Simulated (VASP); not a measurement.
# CdS (Greenockite) (P1) in VASP: a series of runs

Runs on CdS (Greenockite). Level: PBE. Tasks: single point.

All numbers are computed with VASP 6.6.1; they aren't measurements. Logs are shortened: lines on timing, memory, paths and dates and some standing lists are left out, and cuts for length are marked.

## (1) The cell of the first run

The typed cell holds 4 atoms: a = 4.147 Å, b = 4.180 Å, c = 6.700 Å, α = 89.57°, β = 89.76°, γ = 120.79°.

## (2) Single point, PBE

The input, INCAR:

```
SYSTEM = CdS
PREC     = Accurate       ! precision mode
ENCUT    = 500            ! plane-wave cutoff, eV
EDIFF    = 1E-6           ! SCF threshold, eV
ISMEAR   = 0              ! smearing method
SIGMA    = 0.01           ! smearing width, eV
LREAL    = .FALSE.        ! projectors in reciprocal space
LASPH    = .TRUE.         ! aspherical terms in the spheres
NELM     = 120            ! most SCF steps
ALGO     = Normal         ! electronic algorithm
ISIF     = 2              ! what is computed and relaxed
LWAVE    = .FALSE.        ! write WAVECAR
LCHARG   = .FALSE.        ! write CHGCAR
GGA      = PE             ! functional
NBANDS   = 26             ! bands
GGA_COMPAT= .FALSE.
```

The input, KPOINTS:

```
regular mesh
0
G
  4 4 2
  0 0 0
```

The input, POSCAR:

```
CdS
1.0
    4.1465700000     -0.0383400000      0.0088800000
   -2.1064900000      3.6102900000      0.0157900000
    0.0144200000      0.0379300000      6.6997500000
Cd S
2 2
Direct
    0.3356000000      0.6513100000      0.0098000000
    0.6353900000      0.3258200000      0.4968700000
    0.3943400000      0.6938500000      0.3849000000
    0.6800500000      0.3472600000      0.8919100000
```

Potentials or basis: VASP PAW PBE potentials, release 64 (Cd, S).

Command:

```console
$ cat potpaw_PBE.64/Cd/POTCAR potpaw_PBE.64/S/POTCAR > POTCAR
$ mpirun -np 1 vasp_std > vasp.out
```

OUTCAR:

```text
SYSTEM = CdS
   PREC = Accurate
   ENCUT = 500
   EDIFF = 1E-6
   ISMEAR = 0
   LREAL = .FALSE.
   LASPH = .TRUE.
   NELM = 120
   ISIF = 2
   GGA = PE

 ion  position               nearest neighbor table
   1  0.336  0.651  0.010-   4 2.47   4 2.48   3 2.52   4 2.61
   2  0.635  0.326  0.497-   3 2.34   3 2.42   4 2.65   3 2.80
   3  0.394  0.694  0.385-   2 2.34   2 2.42   1 2.52   2 2.80
   4  0.680  0.347  0.892-   1 2.47   1 2.48   1 2.61   2 2.65

  LATTYP: Found a triclinic cell.
 ALAT       =     4.1135582915
 B/A-ratio  =     1.0080704976
 C/A-ratio  =     1.6287292925
 COS(alpha) =     0.0042412329
 COS(beta)  =     0.0119804443
 COS(gamma) =     0.4879025278

  Lattice vectors:

 A1 = (  -2.0400800000,  -3.5719500000,  -0.0246700000)
 A2 = (  -4.1465700000,   0.0383400000,  -0.0088800000)
 A3 = (  -0.0144200000,  -0.0379300000,  -6.6997500000)

Analysis of symmetry for initial positions (statically):
=====================================================================
 Subroutine PRICEL returns:
 Original cell was already a primitive cell.

 Routine SETGRP: Setting up the symmetry group for a
 triclinic supercell.

 Subroutine GETGRP returns: Found  1 space group operations
 (whereof  1 operations were pure point group operations)
 out of a pool of  2 trial point group operations.

The static configuration has the point symmetry C_1 .

Analysis of symmetry for dynamics (positions and initial velocities):
=====================================================================
 Subroutine PRICEL returns:
 Original cell was already a primitive cell.

 Routine SETGRP: Setting up the symmetry group for a
 triclinic supercell.

 Subroutine GETGRP returns: Found  1 space group operations
 (whereof  1 operations were pure point group operations)
 out of a pool of  2 trial point group operations.

The dynamic configuration has the point symmetry C_1 .

 Subroutine INISYM returns: Found  1 space group operations
 (whereof  1 operations are pure point group operations),
 and found     1 'primitive' translations

----------------------------------------------------------------------------------------

                                     Primitive cell

  volume of cell :      99.7526

  direct lattice vectors                    reciprocal lattice vectors
     4.146570000 -0.038340000  0.008880000     0.242474180  0.141481799 -0.001322868
    -2.106490000  3.610290000  0.015790000     0.002578430  0.278497412 -0.001582236
     0.014420000  0.037930000  6.699750000    -0.000327458 -0.000843887  0.149264783

  length of vectors
     4.146756754  4.179921450  6.699872886     0.280735778  0.278513842  0.149267528

  position of ions in fractional coordinates (direct lattice)
     0.335600000  0.651310000  0.009800000
     0.635390000  0.325820000  0.496870000
     0.394340000  0.693850000  0.384900000
     0.680050000  0.347260000  0.891910000

  ion indices of the primitive-cell ions
   primitive index   ion index
                 1           1
                 2           2
                 3           3
                 4           4

----------------------------------------------------------------------------------------

 KPOINTS: regular mesh

Automatic generation of k-mesh.
 Grid dimensions read from file:
 generate k-points for:    4    4    2

 Generating k-lattice:

  Cartesian coordinates                     Fractional coordinates (reciprocal lattice)
     0.060618545  0.035370450 -0.000330717     0.250000000  0.000000000  0.000000000
     0.000644608  0.069624353 -0.000395559     0.000000000  0.250000000  0.000000000
    -0.000163729 -0.000421944  0.074632392     0.000000000  0.000000000  0.500000000

  Length of vectors
     0.070183945  0.069628460  0.074633764

  Shift w.r.t. Gamma in fractional coordinates (k-lattice)
     0.000000000  0.000000000  0.000000000

 Subroutine IBZKPT returns following result:
 ===========================================

 Found     20 irreducible k-points:

 Following reciprocal coordinates:
            Coordinates               Weight
  0.000000  0.000000  0.000000      1.000000
  0.250000 -0.000000  0.000000      2.000000
  0.500000 -0.000000  0.000000      1.000000
  0.000000  0.250000  0.000000      2.000000
  0.250000  0.250000  0.000000      2.000000
  0.500000  0.250000  0.000000      2.000000
[... 12 lines left out ...]
  0.250000  0.500000  0.500000      2.000000
  0.500000  0.500000  0.500000      1.000000
   k-points           NKPTS =     20   k-points in BZ     NKDIM =     20   number of bands    NBANDS=     26
   number of dos      NEDOS =    301   number of ions     NIONS =      4
   total plane-waves  NPLWV =  45000
   dimension x,y,z NGX =    30 NGY =   30 NGZ =   50
   dimension x,y,z NGXF=    60 NGYF=   60 NGZF=  100
   ions per type =               2   2
   NGX,Y,Z   is equivalent  to a cutoff of  12.03, 11.93, 12.41 a.u.
   NGXF,Y,Z  is equivalent  to a cutoff of  24.05, 23.86, 24.81 a.u.
 SYSTEM =  CdS
   PREC   = accura    normal or accurate (medium, high low for compatibility)
   ISTART =      0    job   : 0-new  1-cont  2-samecut
   ICHARG =      2    charge: 1-file 2-atom 10-const
   ISPIN  =      1    spin polarized calculation?
   LNONCOLLINEAR =      F non collinear calculations
   LSORBIT =      F    spin-orbit coupling
   LASPH  =      T    aspherical Exc in radial PAW
   ENCUT  =  500.0 eV  36.75 Ry    6.06 a.u.   7.56  7.62 12.22*2*pi/ulx,y,z
   NELM   =    120;   NELMIN=  2; NELMDL= -5     # of ELM steps
   EDIFF  = 0.1E-05   stopping-criterion for ELM
   LREAL  =      F    real-space projection
   EDIFFG = 0.1E-04   stopping-criterion for IOM
   NSW    =      0    number of steps for IOM
   IBRION =     -1    ionic relax: 0-MD 1-quasi-New 2-CG
   NFREE  =      0    steps in history (QN), initial steepest desc. (CG)
   ISIF   =      2    stress and relaxation
   ISYM   =      2    0-nonsym 1-usesym 2-fastsym
   POTIM  = 0.5000    time-step for ionic-motion
   TEBEG  =    0.0;   TEEND  =   0.0 temperature during run
   PSTRESS=    0.0 pullay stress
   NELECT =      36.0000    total number of electrons
   NUPDOWN=      -1.0000    fix difference up-down
   EMIN   =  10.00;   EMAX   =-10.00  energy-range for DOS
   EFERMI =   0.00;   METHOD = LEGACY
   ISMEAR =     0;   SIGMA  =   0.01  broadening in eV -4-tet -1-fermi 0-gaus
   EFERMI_NEDOS =   21; number of points for ismear=-14 and -15
   IALGO  =     38    algorithm
   IMIX   =      4    mixing-type and parameters
     AMIX     =   0.40;   BMIX     =  1.00
     AMIX_MAG =   1.60;   BMIX_MAG =  1.00
  volume/ion in A,a.u.               =      24.94       168.29
  Fermi-wavevector in a.u.,A,eV,Ry     =   1.165559  2.202587 18.483886  1.358527
  Thomas-Fermi vector in A             =   2.302083
   LORBIT       =      0    0 simple, 1 ext, 2 COOP (PROOUT), +10 PAW based schemes
   GGA     = PE    functional components
   LHFCALC =     F    Hartree Fock is set to
   AEXX    =    0.0000 exact exchange contribution
   IVDW    =     0    specifies the selected vdW correction
   LEPSILON=     F    determine dielectric tensor
   LRPA    =     F    only Hartree local field effects (RPA)
 non-spin polarized calculation
 Gauss-broadening in eV      SIGMA  =   0.01
  energy-cutoff  :      500.00
  volume of cell :       99.75
 maximum number of plane-waves:      2553
   NGX = 15   NGY = 15   NGZ = 25

 number of electron      35.9999998 magnetization

 Free energy of the ion-electron system (eV)
  ---------------------------------------------------
  ext. energy  EPLUGINS =         0.00000000
  ---------------------------------------------------
  free energy    TOTEN  =       -11.94872257 eV

  energy without entropy =      -11.94872257  energy(sigma->0) =      -11.94872257

 E-fermi :   1.3680     XC(G=0):  -9.1143

 val. band max:        1.2961261771   @ k =   0.0000   0.0000   0.0000
 cond. band min:       2.5312948187   @ k =   0.0000   0.0000   0.0000
 fundamental gap:      1.2351686416
 Fermi energy:         1.3680434180

 k-point     1 :       0.0000    0.0000    0.0000
  band No.  band energies     occupation
      1     -11.2153      2.00000
      2     -10.6208      2.00000
      3      -6.7165      2.00000
      4      -6.5378      2.00000
      5      -6.3867      2.00000
      6      -6.3624      2.00000
[... 18 lines left out ...]
     25       9.0554      0.00000
     26       9.2283      0.00000

 k-point     2 :       0.2500   -0.0000    0.0000
  band No.  band energies     occupation
      1     -11.0600      2.00000
      2     -10.5127      2.00000
      3      -6.6613      2.00000
      4      -6.4976      2.00000
      5      -6.2732      2.00000
      6      -6.2485      2.00000
[... 18 lines left out ...]
     25       9.1887      0.00000
     26      10.0990      0.00000

 k-point     3 :       0.5000   -0.0000    0.0000
  band No.  band energies     occupation
      1     -10.9061      2.00000
      2     -10.4036      2.00000
      3      -6.6163      2.00000
      4      -6.4670      2.00000
      5      -6.1928      2.00000
      6      -6.1596      2.00000
[... 18 lines left out ...]
     25       9.9705      0.00000
     26      11.2575      0.00000

 k-point     4 :       0.0000    0.2500    0.0000
  band No.  band energies     occupation
      1     -11.0154      2.00000
      2     -10.5218      2.00000
      3      -6.6674      2.00000
      4      -6.3858      2.00000
      5      -6.3499      2.00000
      6      -6.2827      2.00000
[... 18 lines left out ...]
     25       9.2563      0.00000
     26       9.7824      0.00000
[... 380 lines left out ...]
      1     -10.7794      2.00000
      2     -10.4325      2.00000
      3      -6.4986      2.00000
      4      -6.3948      2.00000
      5      -6.3291      2.00000
      6      -6.2279      2.00000
[... 18 lines left out ...]
     25       9.8573      0.00000
     26      10.0724      0.00000

 k-point    19 :       0.2500    0.5000    0.5000
  band No.  band energies     occupation
      1     -10.7834      2.00000
      2     -10.4247      2.00000
      3      -6.4821      2.00000
      4      -6.3361      2.00000
      5      -6.2970      2.00000
      6      -6.1993      2.00000
[... 18 lines left out ...]
     25       9.7033      0.00000
     26      10.1060      0.00000

 k-point    20 :       0.5000    0.5000    0.5000
  band No.  band energies     occupation
      1     -10.7829      2.00000
      2     -10.4140      2.00000
      3      -6.4484      2.00000
      4      -6.3707      2.00000
      5      -6.2953      2.00000
      6      -6.1482      2.00000
[... 18 lines left out ...]
     25       9.8949      0.00000
     26      10.0555      0.00000

------------------------ aborting loop because EDIFF is reached ----------------------------------------

  FORCE on cell =-STRESS in cart. coord.  units (eV):
  Direction    XX          YY          ZZ          XY          YZ          ZX
  --------------------------------------------------------------------------------------
  -------------------------------------------------------------------------------------
  Total        3.1145531      3.0335723      1.4778367     -1.7413260      0.2597449      0.8311515
  in kB       50.0244003     48.7237272     23.7362760    -27.9683111      4.1718926     13.3495420
  external PRESSURE =      40.8281345 kB  Pullay stress =       0.0000000 kB

 VOLUME and BASIS-vectors are now :
 -----------------------------------------------------------------------------
  energy-cutoff  :      500.00
  volume of cell :       99.75
      direct lattice vectors                 reciprocal lattice vectors
     4.146570000 -0.038340000  0.008880000     0.242474180  0.141481799 -0.001322868
    -2.106490000  3.610290000  0.015790000     0.002578430  0.278497412 -0.001582236
     0.014420000  0.037930000  6.699750000    -0.000327458 -0.000843887  0.149264783

 POSITION                                       TOTAL-FORCE (eV/Angst)
 -----------------------------------------------------------------------------------
      0.01975      2.33892      0.07892        -0.002810      0.457205     -0.101366
      1.95552      1.17079      3.33969         1.270521      0.065011      0.880050
      0.17912      2.50448      2.59319        -1.285417     -0.051534     -0.250614
      2.10124      1.26147      5.98710         0.017706     -0.470682     -0.528070
 -----------------------------------------------------------------------------------
    total drift:                               -0.000194     -0.000016      0.000103

  FREE ENERGIE OF THE ION-ELECTRON SYSTEM (eV)
  ---------------------------------------------------
  free  energy   TOTEN  =       -11.9487225651 eV

  energy  without entropy=      -11.9487225651  energy(sigma->0) =      -11.94872257
```

Wall time 75 s (1 thread of AMD EPYC 7R13, shared host); peak memory 0.18 GiB.

Results:

* Free energy: -11.9487 eV
* Pressure: 4.1 GPa
* Largest force: 1.547 eV/Å
* Band gap on the k mesh: 1.24 eV, direct

Forces on the atoms (eV/Å):
```
Cd  -0.003  0.457 -0.101
Cd   1.271  0.065  0.880
S   -1.285 -0.052 -0.251
S    0.018 -0.471 -0.528
```

Caveat: the k points lie up to 0.47 Å⁻¹ apart; forces of over 1 eV/Å act on the atoms, so gaps and moduli don't describe the material at rest. A hybrid or GW would open this gap; PBE tends to underestimate it.

[end of part 1 of 2]
